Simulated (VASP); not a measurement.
Crystal: TePb.

```
Pb Te
1.0
     0.00000    3.23100    3.23100
     3.23100    0.00000    3.23100
     3.23100    3.23100    0.00000
Pb Te
1 1
Direct
  0.00000 0.00000 0.00000
  0.50000 0.50000 0.50000
```

Program: VASP 6.6.1. Alike in all runs: task single point; cell as given; cutoff (eV) 520.

Question: Order these runs on this cell by their pressure, lowest first.
A. level PBE+D4; potentials or basis VASP PAW PBE potentials, release 64 (Pb_d, Te); spin non-collinear, zero start, SOC; k mesh 7 × 7 × 7; smearing gaussian 0.001 eV
B. level LDA; potentials or basis VASP PAW LDA potentials, release 64 (Pb_d, Te); spin collinear, ferromagnetic start; k mesh 7 × 7 × 7; smearing methfessel-paxton 0.1 eV
C. level PBE exchange alone; potentials or basis VASP PAW PBE potentials, release 64 (Pb_d, Te); spin off; k mesh 7 × 7 × 7; smearing fermi-dirac 0.05 eV
D. level B3LYP; potentials or basis VASP PAW PBE potentials, release 64 (Pb_d, Te); spin off; k mesh 4 × 4 × 4; smearing fermi-dirac 0.05 eV; grid for exact exchange (PRECFOCK) Normal
E. level PBE; potentials or basis VASP PAW PBE potentials, release 64 (Pb_d, Te); spin off; k mesh 7 × 7 × 7; smearing gaussian 0.011 eV

Answer: B (-1.7 GPa), A (0.0 GPa), E (2.1 GPa), D (4.1 GPa), C (10.2 GPa).

Caveats: some runs use coarse meshes; the PAW data sets were made with another functional, which shifts forces and pressure a little (some runs).
